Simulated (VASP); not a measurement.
# Al2Cu (P4/mmm) in VASP: a series of runs, part 2 of 2

VASP 6.6.1.

## Step 3: Single point, revPBE

This run uses another cell than the first one, of 14.44 Å³/atom, 0.927 times its volume.

File INCAR:

```
SYSTEM = Al2Cu
ALGO     = Normal         ! electronic algorithm
EDIFF    = 1E-6           ! SCF threshold, eV
ENCUT    = 600            ! plane-wave cutoff, eV
GGA      = RE             ! functional
GGA_COMPAT= .FALSE.      
ISIF     = 2              ! what is computed and relaxed
ISMEAR   = 0              ! smearing method
LASPH    = .TRUE.         ! aspherical terms in the spheres
LCHARG   = .FALSE.        ! write CHGCAR
LREAL    = .FALSE.        ! projectors in reciprocal space
LWAVE    = .FALSE.        ! write WAVECAR
NBANDS   = 16             ! bands
NELM     = 120            ! most SCF steps
PREC     = Accurate       ! precision mode
SIGMA    = 0.15           ! smearing width, eV
```

File KPOINTS:

```
k-points
0
G
  12 12 16
  0 0 0
```

File POSCAR:

```
Al2Cu
1.0
    3.9616470306      0.0000000000      0.0000000000
    0.0000000000      3.9616470306      0.0000000000
    0.0000000000      0.0000000000      2.7610029088
Al Cu
2 1
Direct
    0.5000000000      0.0000000000      0.5000000000
    0.0000000000      0.5000000000      0.5000000000
    0.0000000000      0.0000000000      0.0000000000
```

Potentials or basis: VASP PAW PBE potentials, release 64 (Al, Cu).

Command:

```sh
> cat potpaw_PBE.64/Al/POTCAR potpaw_PBE.64/Cu/POTCAR > POTCAR
> mpirun -np 1 vasp_std > vasp.out
```

OUTCAR:

```text
SYSTEM = Al2Cu
   EDIFF = 1E-6
   ENCUT = 600
   GGA = RE
   ISIF = 2
   ISMEAR = 0
   LASPH = .TRUE.
   LREAL = .FALSE.
   NELM = 120
   PREC = Accurate

 ion  position               nearest neighbor table
   1  0.500  0.000  0.500-   3 2.41   3 2.41   3 2.41   3 2.41   2 2.80   2 2.80   2 2.80   2 2.80

   2  0.000  0.500  0.500-   3 2.41   3 2.41   3 2.41   3 2.41   1 2.80   1 2.80   1 2.80   1 2.80

   3  0.000  0.000  0.000-   1 2.41   2 2.41   1 2.41   2 2.41   2 2.41   2 2.41   1 2.41   1 2.41

  LATTYP: Found a simple tetragonal cell.
 ALAT       =     3.9616470306
 C/A-ratio  =     0.6969330906

  Lattice vectors:

 A1 = (   3.9616470306,   0.0000000000,   0.0000000000)
 A2 = (   0.0000000000,   3.9616470306,   0.0000000000)
 A3 = (   0.0000000000,   0.0000000000,   2.7610029088)

Analysis of symmetry for initial positions (statically):
=====================================================================
 Subroutine PRICEL returns:
 Original cell was already a primitive cell.

 Routine SETGRP: Setting up the symmetry group for a
 simple tetragonal supercell.

 Subroutine GETGRP returns: Found 16 space group operations
 (whereof 16 operations were pure point group operations)
 out of a pool of 16 trial point group operations.

The static configuration has the point symmetry D_4h.

Analysis of symmetry for dynamics (positions and initial velocities):
=====================================================================
 Subroutine PRICEL returns:
 Original cell was already a primitive cell.

 Routine SETGRP: Setting up the symmetry group for a
 simple tetragonal supercell.

 Subroutine GETGRP returns: Found 16 space group operations
 (whereof 16 operations were pure point group operations)
 out of a pool of 16 trial point group operations.

The dynamic configuration has the point symmetry D_4h.

 Subroutine INISYM returns: Found 16 space group operations
 (whereof 16 operations are pure point group operations),
 and found     1 'primitive' translations

----------------------------------------------------------------------------------------

                                     Primitive cell

  volume of cell :      43.3330

  direct lattice vectors                    reciprocal lattice vectors
     3.961647031  0.000000000  0.000000000     0.252420267  0.000000000  0.000000000
     0.000000000  3.961647031  0.000000000     0.000000000  0.252420267  0.000000000
     0.000000000  0.000000000  2.761002909     0.000000000  0.000000000  0.362187232

  length of vectors
     3.961647031  3.961647031  2.761002909     0.252420267  0.252420267  0.362187232

  position of ions in fractional coordinates (direct lattice)
     0.500000000  0.000000000  0.500000000
     0.000000000  0.500000000  0.500000000
     0.000000000  0.000000000  0.000000000

  ion indices of the primitive-cell ions
   primitive index   ion index
                 1           1
                 2           2
                 3           3

----------------------------------------------------------------------------------------

 KPOINTS: k-points

Automatic generation of k-mesh.
 Grid dimensions read from file:
 generate k-points for:   12   12   16

 Generating k-lattice:

  Cartesian coordinates                     Fractional coordinates (reciprocal lattice)
     0.021035022  0.000000000  0.000000000     0.083333333  0.000000000  0.000000000
     0.000000000  0.021035022  0.000000000     0.000000000  0.083333333  0.000000000
     0.000000000  0.000000000  0.022636702     0.000000000  0.000000000  0.062500000

  Length of vectors
     0.021035022  0.021035022  0.022636702

  Shift w.r.t. Gamma in fractional coordinates (k-lattice)
     0.000000000  0.000000000  0.000000000

 Subroutine IBZKPT returns following result:
 ===========================================

 Found    252 irreducible k-points:

 Following reciprocal coordinates:
            Coordinates               Weight
  0.000000  0.000000  0.000000      1.000000
  0.083333  0.000000  0.000000      4.000000
  0.166667  0.000000  0.000000      4.000000
  0.250000  0.000000  0.000000      4.000000
  0.333333  0.000000  0.000000      4.000000
  0.416667  0.000000  0.000000      4.000000
[... 16 lines left out ...]
  0.333333  0.333333  0.000000      4.000000
  0.416667  0.333333  0.000000      8.000000
 [... further k-points ...]
   k-points           NKPTS =    252   k-points in BZ     NKDIM =    252   number of bands    NBANDS=     16
   number of dos      NEDOS =    301   number of ions     NIONS =      3
   total plane-waves  NPLWV =  24576
   dimension x,y,z NGX =    32 NGY =   32 NGZ =   24
   dimension x,y,z NGXF=    64 NGYF=   64 NGZF=   48
   ions per type =               2   1
   NGX,Y,Z   is equivalent  to a cutoff of  13.43, 13.43, 14.45 a.u.
   NGXF,Y,Z  is equivalent  to a cutoff of  26.86, 26.86, 28.90 a.u.
 SYSTEM =  Al2Cu
   PREC   = accura    normal or accurate (medium, high low for compatibility)
   ISTART =      0    job   : 0-new  1-cont  2-samecut
   ICHARG =      2    charge: 1-file 2-atom 10-const
   ISPIN  =      1    spin polarized calculation?
   LNONCOLLINEAR =      F non collinear calculations
   LSORBIT =      F    spin-orbit coupling
   LASPH  =      T    aspherical Exc in radial PAW
   ENCUT  =  600.0 eV  44.10 Ry    6.64 a.u.   7.91  7.91  5.51*2*pi/ulx,y,z
   NELM   =    120;   NELMIN=  2; NELMDL= -5     # of ELM steps
   EDIFF  = 0.1E-05   stopping-criterion for ELM
   LREAL  =      F    real-space projection
   EDIFFG = 0.1E-04   stopping-criterion for IOM
   NSW    =      0    number of steps for IOM
   IBRION =     -1    ionic relax: 0-MD 1-quasi-New 2-CG
   NFREE  =      0    steps in history (QN), initial steepest desc. (CG)
   ISIF   =      2    stress and relaxation
   ISYM   =      2    0-nonsym 1-usesym 2-fastsym
   POTIM  = 0.5000    time-step for ionic-motion
   TEBEG  =    0.0;   TEEND  =   0.0 temperature during run
   PSTRESS=    0.0 pullay stress
   NELECT =      17.0000    total number of electrons
   NUPDOWN=      -1.0000    fix difference up-down
   EMIN   =  10.00;   EMAX   =-10.00  energy-range for DOS
   EFERMI =   0.00;   METHOD = LEGACY
   ISMEAR =     0;   SIGMA  =   0.15  broadening in eV -4-tet -1-fermi 0-gaus
   EFERMI_NEDOS =   21; number of points for ismear=-14 and -15
   IALGO  =     38    algorithm
   IMIX   =      4    mixing-type and parameters
     AMIX     =   0.40;   BMIX     =  1.00
     AMIX_MAG =   1.60;   BMIX_MAG =  1.00
  volume/ion in A,a.u.               =      14.44        97.48
  Fermi-wavevector in a.u.,A,eV,Ry     =   1.198446  2.264734 19.541665  1.436272
  Thomas-Fermi vector in A             =   2.334334
   LORBIT       =      0    0 simple, 1 ext, 2 COOP (PROOUT), +10 PAW based schemes
   GGA     = RE    functional components
   LHFCALC =     F    Hartree Fock is set to
   AEXX    =    0.0000 exact exchange contribution
   IVDW    =     0    specifies the selected vdW correction
   LEPSILON=     F    determine dielectric tensor
   LRPA    =     F    only Hartree local field effects (RPA)
 non-spin polarized calculation
 Gauss-broadening in eV      SIGMA  =   0.15
  energy-cutoff  :      600.00
  volume of cell :       43.33
 maximum number of plane-waves:      1472
 NGX is ok and might be reduce to    32
   NGX = 15   NGY = 15   NGZ = 11

 number of electron      17.0000019 magnetization

 Free energy of the ion-electron system (eV)
  ---------------------------------------------------
  ext. energy  EPLUGINS =         0.00000000
  ---------------------------------------------------
  free energy    TOTEN  =       -10.21571027 eV

  energy without entropy =      -10.20756450  energy(sigma->0) =      -10.21163739

 E-fermi :   8.4659     XC(G=0): -10.8259

 val. band max:        8.4620663202   @ k =   0.3333   0.2500   0.2500
 cond. band min:       8.4967894947   @ k =   0.5000   0.0833   0.3125
 fundamental gap:      0.0347231745
 Fermi energy:         8.4658805415

 k-point     1 :       0.0000    0.0000    0.0000
  band No.  band energies     occupation
      1      -2.8443      2.00000
      2       2.5451      2.00000
      3       2.9697      2.00000
      4       3.7666      2.00000
      5       4.0367      2.00000
      6       4.0367      2.00000
[... 8 lines left out ...]
     15      15.8752      0.00000
     16      22.6366      0.00000
[... 419 lines left out ...]
 k-point    24 :       0.4167    0.3333    0.0000
  band No.  band energies     occupation
      1      -0.4446      2.00000
      2       1.3848      2.00000
      3       2.3099      2.00000
      4       3.0717      2.00000
      5       3.7526      2.00000
      6       4.0171      2.00000
[... 8 lines left out ...]
     15      19.8545      0.00000
     16      20.5843      0.00000

 [... further k-points ...]
[... 5 lines left out ...]
  --------------------------------------------------------------------------------------
  -------------------------------------------------------------------------------------
  Total        4.5510990      4.5510990      4.5864093      0.0000000      0.0000000      0.0000000
  in kB      168.2706778    168.2706778    169.5762272      0.0000000      0.0000000      0.0000000
  external PRESSURE =     168.7058610 kB  Pullay stress =       0.0000000 kB

 VOLUME and BASIS-vectors are now :
 -----------------------------------------------------------------------------
  energy-cutoff  :      600.00
  volume of cell :       43.33
      direct lattice vectors                 reciprocal lattice vectors
     3.961647031  0.000000000  0.000000000     0.252420267  0.000000000  0.000000000
     0.000000000  3.961647031  0.000000000     0.000000000  0.252420267  0.000000000
     0.000000000  0.000000000  2.761002909     0.000000000  0.000000000  0.362187232

 POSITION                                       TOTAL-FORCE (eV/Angst)
 -----------------------------------------------------------------------------------
      1.98082      0.00000      1.38050         0.000000      0.000000      0.000000
      0.00000      1.98082      1.38050         0.000000      0.000000      0.000000
      0.00000      0.00000      0.00000         0.000000      0.000000      0.000000
 -----------------------------------------------------------------------------------
    total drift:                                0.000000     -0.000000      0.000000

  FREE ENERGIE OF THE ION-ELECTRON SYSTEM (eV)
  ---------------------------------------------------
  free  energy   TOTEN  =       -10.2157102716 eV

  energy  without entropy=      -10.2075645030  energy(sigma->0) =      -10.21163739
```

Run time: 1.9 min. Hardware: 1 thread of Intel Xeon 6975P-C, shared host; peak memory 0.33 GiB.

Results:

```
Free energy : -10.2157 eV
Pressure    : 16.9 GPa
```

Levels at points of the mesh, in eV from the Fermi level:
| k point | band 7 | band 8 | band 9 | band 10 | band 11 | band 12 |
| --- | --- | --- | --- | --- | --- | --- |
| (0.00, 0.00, 0.00) | -2.67 | -2.67 | 0.26 | 0.82 | 6.69 | 6.69 |
| (0.50, 0.00, 0.00) | -4.42 | -1.26 | 1.63 | 1.77 | 2.29 | 8.34 |
| (0.50, 0.50, 0.00) | -4.45 | -4.45 | -2.66 | 8.75 | 8.75 | 10.17 |
| (0.00, 0.00, 0.50) | -3.18 | 2.70 | 2.70 | 2.78 | 2.91 | 2.91 |
| (0.50, 0.00, 0.50) | -3.42 | -2.55 | -1.63 | 3.98 | 4.10 | 4.84 |
| (0.50, 0.50, 0.50) | -2.50 | -2.50 | -0.96 | -0.77 | 0.40 | 0.40 |

Caveat: the PAW data sets were made with another functional, which shifts forces and pressure a little.

## Step 4: Single point, PBEsol

This run uses another cell than the first one, of 14.89 Å³/atom, 0.955 times its volume.

File INCAR:

```
PREC = Accurate ; ENCUT = 600
EDIFF = 1E-6 ; ISMEAR = 0
SIGMA = 0.15 ; LREAL = F
LASPH = T ; NELM = 120
ALGO = Normal ; ISIF = 2
LWAVE = F ; LCHARG = F
GGA = PS ; NBANDS = 16
GGA_COMPAT = F
```

File KPOINTS:

```
regular mesh
0
Gamma
  12 12 16
```

File POSCAR:

```
Al2Cu
1.0
    4.0229096136      0.0000000000      0.0000000000
    0.0000000000      4.0229096136      0.0000000000
    0.0000000000      0.0000000000      2.7610029088
Al Cu
2 1
Direct
    0.5000000000      0.0000000000      0.5000000000
    0.0000000000      0.5000000000      0.5000000000
    0.0000000000      0.0000000000      0.0000000000
```

Command:

```sh
> cat potpaw_PBE.64/Al/POTCAR potpaw_PBE.64/Cu/POTCAR > POTCAR
> mpirun -np 1 vasp_std > vasp.out
```

Run time: 98 s. Hardware: 1 thread of Intel Xeon 6975P-C, shared host; peak memory 0.33 GiB.

The run converged. Its results:

* Free energy: -12.5084 eV
* Pressure: 7.3 GPa

Stress tensor (GPa, compression positive):
```
6.68 0.00 0.00
0.00 6.68 0.00
0.00 0.00 8.48
```

Levels at points of the mesh, in eV from the Fermi level:
```csv
k point,band 7,band 8,band 9,band 10,band 11,band 12
"(0.00, 0.00, 0.00)",-2.69,-2.69,-0.01,0.72,6.29,6.29
"(0.50, 0.00, 0.00)",-4.33,-1.34,1.52,1.62,1.99,8.43
"(0.50, 0.50, 0.00)",-4.35,-4.35,-2.62,8.66,8.66,10.27
"(0.00, 0.00, 0.50)",-3.08,2.57,2.66,2.66,2.87,2.87
"(0.50, 0.00, 0.50)",-3.32,-2.48,-1.57,3.94,3.98,4.76
"(0.50, 0.50, 0.50)",-2.47,-2.47,-0.80,-0.76,0.32,0.32
```

Caveat: the PAW data sets were made with another functional, which shifts forces and pressure a little.

## Step 5: Single point, PBEsol

This run uses another cell than the first one, of 16.30 Å³/atom, 1.046 times its volume.

File INCAR:

```
PREC = Accurate ; ENCUT = 600
EDIFF = 1E-6 ; ISMEAR = -4
SIGMA = 0.15 ; LREAL = False
LASPH = True ; NELM = 120
ALGO = Normal ; ISIF = 2
LWAVE = False ; LCHARG = False
GGA = PS ; NBANDS = 16
GGA_COMPAT = False
```

File KPOINTS:

```
Automatic mesh
0
Gamma
  12 12 16
```

File POSCAR:

```
Al2Cu
1.0
    4.1454347794      0.0000000000      0.0000000000
    0.0000000000      4.1454347794      0.0000000000
    0.0000000000      0.0000000000      2.8463947513
Al Cu
2 1
Direct
    0.5000000000      0.0000000000      0.5000000000
    0.0000000000      0.5000000000      0.5000000000
    0.0000000000      0.0000000000      0.0000000000
```

Command:

```sh
> cat potpaw_PBE.64/Al/POTCAR potpaw_PBE.64/Cu/POTCAR > POTCAR
> mpirun -np 1 vasp_std > vasp.out
```

Run time: 2.6 min. Hardware: 1 thread of Intel Xeon 6975P-C, shared host; peak memory 0.37 GiB.

It converged, with:

```
Free energy : -12.4981 eV
Pressure    : -2.6 GPa
```

Stress tensor (GPa, compression positive):
```
-2.87  0.00  0.00
 0.00 -2.87  0.00
 0.00  0.00 -1.94
```

Levels at points of the mesh, in eV from the Fermi level:
```tsv
k point	band 6	band 7	band 8	band 9	band 10	band 11	band 12	band 13
(0.00, 0.00, 0.00)	-4.01	-2.47	-2.47	-0.30	0.78	5.86	5.86	6.52
(0.50, 0.00, 0.00)	-4.04	-4.01	-1.20	1.45	1.58	1.67	7.87	8.15
(0.50, 0.50, 0.00)	-4.24	-4.03	-4.03	-2.44	8.46	8.46	9.48	9.69
(0.00, 0.00, 0.50)	-4.06	-2.92	2.33	2.60	2.60	2.71	2.71	3.19
(0.50, 0.00, 0.50)	-4.14	-3.03	-2.38	-1.59	3.72	3.91	4.40	4.89
(0.50, 0.50, 0.50)	-3.37	-2.27	-2.27	-0.76	-0.71	0.00	0.00	2.40
```

Caveat: the PAW data sets were made with another functional, which shifts forces and pressure a little.

## Step 6: Overview

| level | cell | cutoff (eV) | smearing | gap on the mesh (eV) | pressure (GPa) |
| --- | --- | --- | --- | --- | --- |
| PBEsol | a = 4.084, b = 4.084, c = 2.804 Å, 3 atoms | 520 | gaussian 0.15 eV | none | 1.6 |
| revPBE | a = 3.962, b = 3.962, c = 2.761 Å, 3 atoms | 600 | gaussian 0.15 eV | none | 16.9 |
| PBEsol | a = 4.023, b = 4.023, c = 2.761 Å, 3 atoms | 600 | gaussian 0.15 eV | none | 7.3 |
| PBEsol | a = 4.145, b = 4.145, c = 2.846 Å, 3 atoms | 600 | tetrahedron | none | -2.6 |

Alike in all rows: task single point; potentials or basis VASP PAW PBE potentials, release 64 (Al, Cu); no spin polarisation; k mesh 12 × 12 × 16.

Caveats: the PAW data sets were made with another functional, which shifts forces and pressure a little.

Absolute energies hang on the potentials; compare differences alone.
